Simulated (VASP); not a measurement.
Crystal: Co.

```
Co
1.0
     2.48736    0.00000    0.00000
    -1.24368    2.15412    0.00000
     0.00000    0.00000    4.06329
Co
2
Direct
  0.66667 0.33333 0.25986
  0.33333 0.66667 0.74014
```

Base run:

```yaml
Program: VASP 6.6.1
Functional: PBE
Potentials_or_basis: VASP PAW PBE potentials, release 64 (Co)
Cutoff: 520 eV
k_mesh: 15 × 15 × 8
Occupations: fermi-dirac, width 0.08 eV
Spin: collinear spin, ferromagnetic start
Starting_moments: "[1.96, 1.96] μB"
Fixed_moment: 3.92 μB
```

Its results: net moment 3.92 μB per cell; site moments Co +1.95 μB.

**Question.** The run is repeated on the same cell with these changes: fixed moment from 3.92 μB to none; moments at the start from [1.96, 1.96] to [1.7, 1.7]. What comes out?

**Answer.** Net moment 3.25 μB per cell; site moments Co +1.63 μB.

Caveats: the total moment is fixed, so each spin has its own Fermi level and the state may be an excited one (at least some runs).
